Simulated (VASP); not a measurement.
A run of VASP 6.6.1 is set up as follows.

INCAR

```
SYSTEM = C
ALGO = Normal ; EDIFF = 1E-7
ENCUT = 520 ; GGA = PS
ISIF = 2 ; ISMEAR = 0
LASPH = .TRUE. ; LCHARG = .TRUE.
LELF = .TRUE. ; LREAL = .FALSE.
LVHAR = .TRUE. ; LWAVE = .FALSE.
NBANDS = 16 ; NELM = 60
PREC = Accurate ; SIGMA = 0.15
```

File KPOINTS:

```
k-points
0
G
  18 18 6
  0 0 0
```

The input POSCAR:

```
C
1.0
    2.4587330167      0.0000000000      0.0000000000
   -1.2293665084      2.1293252536      0.0000000000
    0.0000000000      0.0000000000      7.2458067263
C
4
Direct
   -0.1065622550      0.1333631704      0.0025000000
    0.1065622550     -0.1333631704      0.5025000000
    0.2267611591      0.8000422510      0.0025000000
    0.7732388409      0.1999577490      0.5025000000
```

Potentials or basis: VASP PAW PBE potentials, release 64 (C).

The run is started by

```sh
$ cat potpaw_PBE.64/C/POTCAR > POTCAR
$ mpirun -np 1 vasp_std > vasp.out
```

Task: Estimate the largest force.

Result: 0.012 eV/Å.

Task: What does it give for the pressure?

Result: 0.9 GPa.

Task: Predict the band gap on the k mesh.

Result: Zero (filled and empty bands touch).

Forces in eV/Å, atoms in the order of the input:
```
C    0.008 -0.003  0.000
C   -0.008  0.003  0.000
C    0.011 -0.004  0.000
C   -0.011  0.004  0.000
```

Caveat: this functional lacks dispersion, which binds layers or chains, so the pressure and a relaxed spacing across them are unreliable; the PAW data sets were made with another functional, which shifts forces and pressure a little.
